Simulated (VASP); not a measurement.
Crystal: Sn.

```
Sn
1.0
    -1.51152    1.51152    1.51152
     1.51152   -1.51152    1.51152
     1.51152    1.51152   -1.51152
Sn
1
Cartesian
  0.0000 0.0000 0.0000
```

This cell differs from its parent crystal: volume scaled by 0.5.

Base run:

```yaml
Program: VASP 6.6.1
Functional: PBE
Potentials_or_basis: VASP PAW PBE potentials, release 64 (Sn_d)
Cutoff: 520 eV
k_mesh: 14 × 14 × 14
Occupations: fermi-dirac, width 0.1 eV
Spin: no spin polarisation
```

Its results: band gap on the k mesh zero (band 7 reaches 32.06 eV, above the bottom of band 8 at 14.86 eV); pressure 177.0 GPa.

Task: The run is repeated on the same cell with these changes: functional from PBE to PBEsol. What comes out?

Result: Band gap on the k mesh zero (band 7 reaches 31.90 eV, above the bottom of band 8 at 14.64 eV); pressure 167.1 GPa.

PBEsol binds more tightly than PBE, so the same cell stands under less pressure.

Caveats: spin-orbit coupling is left out, which moves the levels of the heavy elements; the PAW data sets were made with another functional, which shifts forces and pressure a little (some runs).
